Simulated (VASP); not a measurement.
# HfN: single point with PBEsol

Crystal: HfN.

```
Hf N
1.0
     0.00000    2.21343    2.21343
     2.21343    0.00000    2.21343
     2.21343    2.21343    0.00000
Hf N
1 1
Cartesian
  0.0000 0.0000 0.0000
  2.2134 2.2134 2.2134
```

- Program: VASP 6.6.1
- Task: single point
- Functional: PBEsol
- Potentials or basis: VASP PAW PBE potentials, release 64 (Hf_pv, N)
- Cutoff: 520 eV
- k mesh: 16 × 16 × 16
- Occupations: fermi-dirac, width 0.15 eV
- Spin: no spin polarisation
- Dipole correction: no
- Further INCAR settings: ALGO = Normal; EDIFF = 1e-07; NBANDS = 14

```json
{
  "Pressure": "13.8 GPa",
  "Band gap on the k mesh": "zero (an odd number of electrons rules out a gap without spin polarisation)"
}
```

Levels at points of the mesh, in eV from the Fermi level:
| k point | band 4 | band 5 | band 6 | band 7 | band 8 | band 9 | band 10 | band 11 | band 12 | band 13 |
| --- | --- | --- | --- | --- | --- | --- | --- | --- | --- | --- |
| (0.00, 0.00, 0.00) | -17.80 | -3.05 | -3.05 | -3.05 | -0.41 | -0.41 | -0.41 | 2.10 | 2.10 | 2.42 |
| (0.50, 0.00, 0.00) | -14.65 | -9.26 | -6.49 | -6.49 | 3.59 | 4.03 | 4.03 | 4.74 | 9.64 | 9.64 |
| (0.50, 0.50, 0.00) | -16.67 | -5.35 | -4.13 | -3.67 | -3.67 | 4.43 | 6.04 | 6.04 | 6.37 | 8.76 |

Wall time 59 s on 1 thread of AMD EPYC 7R13, on a shared host, peak memory 0.15 GiB.

Caveat: the cell stands under pressure; the PAW data sets were made with another functional, which shifts forces and pressure a little; spin-orbit coupling is left out, which moves the levels of the heavy elements.
